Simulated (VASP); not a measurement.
**Zn3Se2S: single point with PBE**

The system is Zn3Se2S.

```
CELL_PARAMETERS angstrom
4.02481 0.00000 0.00000
-2.01241 3.48559 0.00000
0.00000 0.00000 9.86543
ATOMIC_POSITIONS crystal
Zn 0.00000 0.00000 0.99063
Zn 0.66667 0.33333 0.33310
Zn 0.33333 0.66667 0.67580
Se 0.66667 0.33333 0.07962
Se 0.33333 0.66667 0.42147
S 0.00000 0.00000 0.74938
```

This cell differs from its parent crystal: volume scaled by 1.03, then relaxed in part.

```yaml
Program: VASP 6.6.1
Task: single point
Functional: PBE
Potentials_or_basis: VASP PAW PBE potentials, release 64 (Zn, Se, S)
Cutoff: 520 eV
k_mesh: 12 × 12 × 4
Occupations: gaussian, width 0.02 eV
Spin: no spin polarisation
```

```yaml
Pressure: -1.5 GPa
Largest_force: 0.010 eV/Å
Band_gap_on_the_k_mesh: 1.15 eV, direct
```

Forces on the atoms (eV/Å):
```
Zn   0.000  0.000 -0.010
Zn   0.000  0.000  0.003
Zn   0.000  0.000 -0.002
Se   0.000  0.000 -0.001
Se   0.000  0.000  0.005
S    0.000  0.000  0.005
```

Levels at points of the mesh, in eV from the valence-band top:
```
           k point  band 23  band 24  band 25  band 26  band 27  band 28  band 29  band 30  band 31  band 32
(0.00, 0.00, 0.00)    -0.49    -0.49    -0.15     0.00     0.00     1.15     2.55     2.84     5.88     5.88
(0.50, 0.00, 0.00)    -2.17    -1.88    -1.76    -1.33    -1.06     3.10     3.43     3.59     3.68     5.70
(0.00, 0.00, 0.50)    -1.12    -0.36    -0.36    -0.11    -0.11     2.19     2.53     2.69     5.65     6.08
(0.50, 0.00, 0.50)    -2.40    -2.11    -1.64    -0.91    -0.84     2.54     3.44     3.70     4.45     4.66
```

Run time: 3.1 min on 1 thread of Intel(R) Xeon(R) 6975P-C (Granite Rapids) (shared host), peak memory 0.44 GiB.
